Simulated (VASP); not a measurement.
# SnO2 (P1) in VASP: single point with LDA

Aim: the single point of SnO2 with LDA.

Everything below comes from runs of VASP 6.6.1. Logs are shortened: lines on timing, memory, paths and dates and some standing lists are left out, and cuts for length are marked.

## (1) The cell of the first run

The typed cell holds 6 atoms: a = 4.679 Å, b = 4.747 Å, c = 3.163 Å, α = 89.54°, β = 90.06°, γ = 89.49°.

## (2) Single point, LDA (atoms moved at random and the cell strained at random)

File INCAR:

```
SYSTEM = SnO2
ALGO = Normal
EDIFF = 1E-7
ENCUT = 520
GGA = CA
ISIF = 2
ISMEAR = 0
LASPH = .True.
LCHARG = .True.
LELF = .True.
LREAL = .False.
LVHAR = .True.
LWAVE = .False.
NBANDS = 35
NELM = 80
PREC = Accurate
SIGMA = 0.05
```

File KPOINTS:

```
k-points
0
Gamma
  6 6 8
  0 0 0
```

File POSCAR:

```
SnO2
1.0
    4.6789513558      0.0208860010     -0.0024512372
    0.0208860010      4.7468764977      0.0190786243
   -0.0016487324      0.0128325178      3.1631700837
Sn O
2 4
Direct
   -0.0054429054     -0.0007259105      0.0026025924
    0.4897488214      0.4907793632      0.5062056089
    0.3061532696      0.3039597646      0.0045425695
    0.1973228375      0.8059854988      0.4941245959
    0.7033448437      0.7023825983     -0.0006815581
    0.8088731332      0.1976186856      0.4932061914
```

Potentials or basis: VASP PAW LDA potentials, release 64 (Sn_d, O).

Command:

```
> cat potpaw_LDA.64/Sn_d/POTCAR potpaw_LDA.64/O/POTCAR > POTCAR
> mpirun -np 1 vasp_std > vasp.out
```

OUTCAR:

```text
SYSTEM = SnO2
   EDIFF = 1E-7
   ENCUT = 520
   GGA = CA
   ISIF = 2
   ISMEAR = 0
   LASPH = .True.
   LREAL = .False.
   NELM = 80
   PREC = Accurate

 ion  position               nearest neighbor table
   1  0.995  0.999  0.003-   5 1.97   6 2.02   4 2.03   6 2.05   3 2.06   4 2.08   2 3.65   2 3.65
                             2 3.67   2 3.68   2 3.68   2 3.69   2 3.74   2 3.75
   2  0.490  0.491  0.506-   3 2.00   4 2.02   3 2.02   6 2.03   5 2.12   5 2.14   1 3.65   1 3.65
                             1 3.67   1 3.68   1 3.68   1 3.69   1 3.74   1 3.75
   3  0.306  0.304  0.005-   2 2.00   2 2.02   1 2.06
   4  0.197  0.806  0.494-   2 2.02   1 2.03   1 2.08
   5  0.703  0.702  0.999-   1 1.97   2 2.12   2 2.14
   6  0.809  0.198  0.493-   1 2.02   2 2.03   1 2.05

  LATTYP: Found a triclinic cell.
 ALAT       =     5.6830441951
 B/A-ratio  =     0.5566024888
 C/A-ratio  =     0.8233261000
 COS(alpha) =     0.0010269859
 COS(beta)  =     0.0079734284
 COS(gamma) =     0.5498587791

  Lattice vectors:

 A1 = (  -0.0225347334,  -4.7340439799,   3.1440914594)
 A2 = (  -0.0016487324,   0.0128325178,   3.1631700837)
 A3 = (  -4.6789513558,  -0.0208860010,   0.0024512372)

Analysis of symmetry for initial positions (statically):
=====================================================================
 Subroutine PRICEL returns:
 Original cell was already a primitive cell.

 Routine SETGRP: Setting up the symmetry group for a
 triclinic supercell.

 Subroutine GETGRP returns: Found  1 space group operations
 (whereof  1 operations were pure point group operations)
 out of a pool of  2 trial point group operations.

The static configuration has the point symmetry C_1 .

Analysis of symmetry for dynamics (positions and initial velocities):
=====================================================================
 Subroutine PRICEL returns:
 Original cell was already a primitive cell.

 Routine SETGRP: Setting up the symmetry group for a
 triclinic supercell.

 Subroutine GETGRP returns: Found  1 space group operations
 (whereof  1 operations were pure point group operations)
 out of a pool of  2 trial point group operations.

The dynamic configuration has the point symmetry C_1 .

 Subroutine INISYM returns: Found  1 space group operations
 (whereof  1 operations are pure point group operations),
 and found     1 'primitive' translations

----------------------------------------------------------------------------------------

                                     Primitive cell
[... 98 lines left out ...]
   NELM   =     80;   NELMIN=  2; NELMDL= -5     # of ELM steps
   EDIFF  = 0.1E-06   stopping-criterion for ELM
   LREAL  =      F    real-space projection
   EDIFFG = 0.1E-05   stopping-criterion for IOM
   NSW    =      0    number of steps for IOM
   IBRION =     -1    ionic relax: 0-MD 1-quasi-New 2-CG
   NFREE  =      0    steps in history (QN), initial steepest desc. (CG)
   ISIF   =      2    stress and relaxation
   ISYM   =      2    0-nonsym 1-usesym 2-fastsym
   POTIM  = 0.5000    time-step for ionic-motion
   TEBEG  =    0.0;   TEEND  =   0.0 temperature during run
   PSTRESS=    0.0 pullay stress
   NELECT =      52.0000    total number of electrons
   NUPDOWN=      -1.0000    fix difference up-down
   EMIN   =  10.00;   EMAX   =-10.00  energy-range for DOS
   EFERMI =   0.00;   METHOD = LEGACY
   ISMEAR =     0;   SIGMA  =   0.05  broadening in eV -4-tet -1-fermi 0-gaus
   EFERMI_NEDOS =   21; number of points for ismear=-14 and -15
   IALGO  =     38    algorithm
   IMIX   =      4    mixing-type and parameters
     AMIX     =   0.40;   BMIX     =  1.00
     AMIX_MAG =   1.60;   BMIX_MAG =  1.00
  volume/ion in A,a.u.               =      11.71        79.01
  Fermi-wavevector in a.u.,A,eV,Ry     =   1.480886  2.798468 29.837880  2.193022
  Thomas-Fermi vector in A             =   2.594864
   LORBIT       =      0    0 simple, 1 ext, 2 COOP (PROOUT), +10 PAW based schemes
   GGA     = CA    functional components
   LHFCALC =     F    Hartree Fock is set to
   AEXX    =    0.0000 exact exchange contribution
   IVDW    =     0    specifies the selected vdW correction
   LEPSILON=     F    determine dielectric tensor
   LRPA    =     F    only Hartree local field effects (RPA)
 non-spin polarized calculation
 Gauss-broadening in eV      SIGMA  =   0.05
  energy-cutoff  :      520.00
  volume of cell :       70.25
 maximum number of plane-waves:      1917
   NGX = 17   NGY = 17   NGZ = 11

 number of electron      52.0000004 magnetization

 Free energy of the ion-electron system (eV)
  ---------------------------------------------------
  ext. energy  EPLUGINS =         0.00000000
  ---------------------------------------------------
  free energy    TOTEN  =       -42.12130617 eV

  energy without entropy =      -42.12130617  energy(sigma->0) =      -42.12130617

 E-fermi :   6.4406     XC(G=0): -11.8989

 val. band max:        6.1412316954   @ k =   0.0000   0.0000   0.0000
 cond. band min:       7.3860203306   @ k =   0.0000   0.0000   0.0000
 fundamental gap:      1.2447886352
 Fermi energy:         6.4405655996

 k-point     1 :       0.0000    0.0000    0.0000
  band No.  band energies     occupation
      1     -14.9972      2.00000
      2     -14.1832      2.00000
      3     -13.8872      2.00000
      4     -13.8818      2.00000
      5     -13.8279      2.00000
      6     -13.7959      2.00000
[... 901 lines left out ...]
     34      18.4249      0.00000
     35      18.6391      0.00000

 [... further k-points ...]
[... 5 lines left out ...]
  --------------------------------------------------------------------------------------
  -------------------------------------------------------------------------------------
  Total        1.7854846      1.3180939      2.6495966     -0.3946777     -0.3405178      0.0407933
  in kB       40.7195920     30.0603241     60.4264488     -9.0009825     -7.7658159      0.9303275
  external PRESSURE =      43.7354550 kB  Pullay stress =       0.0000000 kB

 VOLUME and BASIS-vectors are now :
 -----------------------------------------------------------------------------
  energy-cutoff  :      520.00
  volume of cell :       70.25
      direct lattice vectors                 reciprocal lattice vectors
     4.678951356  0.020886001 -0.002451237     0.213727363 -0.000940852  0.000115218
     0.020886001  4.746876498  0.019078624    -0.000940852  0.210672421 -0.000855158
    -0.001648732  0.012832518  3.163170084     0.000171299 -0.001271397  0.316143796

 POSITION                                       TOTAL-FORCE (eV/Angst)
 -----------------------------------------------------------------------------------
      4.67435      4.76424      0.02486         0.612054      0.018489     -0.569871
      2.30093      2.34639      1.60938         1.249965      1.279560     -0.261732
      1.43882      1.44931      0.01942        -0.297044     -0.320411      0.016826
      0.93928      3.83638      1.57789        -0.015404      0.186463      0.405532
      3.30394      3.36164      3.17269        -1.395351     -1.430343      0.028337
      3.78799      0.96129      1.56188        -0.154220      0.266242      0.380908
 -----------------------------------------------------------------------------------
    total drift:                               -0.000022      0.000129     -0.000126

  FREE ENERGIE OF THE ION-ELECTRON SYSTEM (eV)
  ---------------------------------------------------
  free  energy   TOTEN  =       -42.1213061717 eV

  energy  without entropy=      -42.1213061717  energy(sigma->0) =      -42.12130617
```

OSZICAR:

```text
N       E                     dE             d eps       ncg     rms          rms(c)
DAV:   1     0.634957118949E+03    0.63496E+03   -0.25685E+04 11532   0.235E+03
DAV:   2     0.528313484096E+02   -0.58213E+03   -0.54920E+03 11131   0.613E+02
DAV:   3    -0.432955589164E+02   -0.96127E+02   -0.94537E+02 11215   0.209E+02
DAV:   4    -0.482394432671E+02   -0.49439E+01   -0.49073E+01 13276   0.510E+01
DAV:   5    -0.483682977768E+02   -0.12885E+00   -0.12866E+00 12823   0.872E+00    0.161E+01
DAV:   6    -0.421863515785E+02    0.61819E+01   -0.16916E+01 16714   0.654E+01    0.651E+00
DAV:   7    -0.422161912253E+02   -0.29840E-01   -0.20163E+00 12022   0.804E+00    0.324E+00
DAV:   8    -0.421358481418E+02    0.80343E-01   -0.21069E-01 16426   0.440E+00    0.731E-01
DAV:   9    -0.421211590258E+02    0.14689E-01   -0.32679E-02 16940   0.313E+00    0.130E-01
DAV:  10    -0.421212943767E+02   -0.13535E-03   -0.33413E-03 12576   0.435E-01    0.643E-02
DAV:  11    -0.421213048379E+02   -0.10461E-04   -0.15152E-04 15198   0.975E-02    0.245E-02
DAV:  12    -0.421213068970E+02   -0.20592E-05   -0.11033E-05 14366   0.269E-02    0.109E-02
DAV:  13    -0.421213062029E+02    0.69419E-06   -0.19980E-06 14977   0.188E-02    0.531E-03
DAV:  14    -0.421213061717E+02    0.31165E-07   -0.54351E-07 13734   0.119E-02
   1 F= -.42121306E+02 E0= -.42121306E+02  d E =-.266533E-19
```

Wall time 9.9 min (1 thread of Oxide Virtual Turin-like, shared host); peak memory 0.32 GiB.

What came out:

```
Free energy            : -42.1213 eV
Pressure               : 4.4 GPa
Largest force          : 1.998 eV/Å
Band gap on the k mesh : 1.24 eV, direct
```

Forces on the atoms (eV/Å):
```
Sn   0.612  0.018 -0.570
Sn   1.250  1.280 -0.262
O   -0.297 -0.320  0.017
O   -0.015  0.186  0.406
O   -1.395 -1.430  0.028
O   -0.154  0.266  0.381
```

Stress tensor (GPa, compression positive):
```
 4.07 -0.90  0.09
-0.90  3.01 -0.78
 0.09 -0.78  6.04
```

Levels at points of the mesh, in eV from the valence-band top:
```tsv
k point	band 24	band 25	band 26	band 27	band 28	band 29
(0.00, 0.00, 0.00)	-0.93	-0.87	0.00	1.24	5.91	6.10
(0.50, 0.00, 0.00)	-1.14	-0.84	-0.60	4.36	4.50	6.93
(0.00, 0.50, 0.00)	-1.07	-0.86	-0.47	4.34	4.50	6.88
(0.50, 0.50, 0.00)	-1.29	-1.04	-0.94	4.78	5.01	7.40
(0.00, 0.00, 0.50)	-1.81	-1.39	-1.19	5.90	6.27	9.31
(0.50, 0.00, 0.50)	-1.19	-0.72	-0.70	6.19	6.52	7.80
(0.00, 0.50, 0.50)	-1.20	-0.81	-0.75	6.19	6.51	7.81
(0.50, 0.50, 0.50)	-1.06	-0.90	-0.69	4.51	4.72	8.69
```

Caveat: the cell differs from its parent crystal (atoms moved at random and the cell strained at random); spin-orbit coupling is left out, which moves the levels of the heavy elements; forces of over 1 eV/Å act on the atoms, so gaps and moduli don't describe the material at rest.
